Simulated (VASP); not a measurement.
Input of a VASP 6.6.1 run:

Contents of POSCAR:

```
AlN
1.0
    3.1065679352      0.0000000000      0.0000000000
   -1.5532839676      2.6903667505      0.0000000000
    0.0000000000      0.0000000000      4.9780667183
Al N
2 2
Direct
    0.3333333333      0.6666666667     -0.0442065358
    0.6666666667      0.3333333333      0.4557934642
    0.3333333333      0.6666666667      0.4262065358
    0.6666666667      0.3333333333      0.9262065358
```

Contents of INCAR.step1:

```
PREC = Accurate ; ENCUT = 520
ISMEAR = 0 ; SIGMA = 0.01
LREAL = F ; LASPH = T
NELM = 100 ; NBANDS = 16
GGA = PE ; ALGO = Normal
EDIFF = 1E-4 ; LWAVE = T
LCHARG = F
```

File INCAR.step2:

```
PREC = Accurate ; ENCUT = 520
EDIFF = 1E-6 ; ISMEAR = 0
SIGMA = 0.01 ; LREAL = F
LASPH = T ; NELM = 100
ALGO = Normal ; ISIF = 2
LWAVE = F ; LCHARG = F
METAGGA = R2SCAN ; LMIXTAU = T
NBANDS = 16 ; ISTART = 1
```

KPOINTS

```
Automatic mesh
0
Gamma
  9 9 6
```

Potentials or basis: VASP PAW PBE potentials, release 64 (Al, N).

The run is started by

```sh
$ cat potpaw_PBE.64/Al/POTCAR potpaw_PBE.64/N/POTCAR > POTCAR
$ cp INCAR.step1 INCAR
$ mpirun -np 1 vasp_std > vasp.out
$ cp INCAR.step2 INCAR
$ mpirun -np 1 vasp_std > vasp.out
```

(1) Estimate the pressure.

(2) Predict the largest force.

(3) Predict the band gap on the k mesh.

Answers

(1) 7.4 GPa.

(2) 0.895 eV/Å.

(3) 3.50 eV, direct.

Caveat: the PAW data sets were made with another functional, which shifts forces and pressure a little.
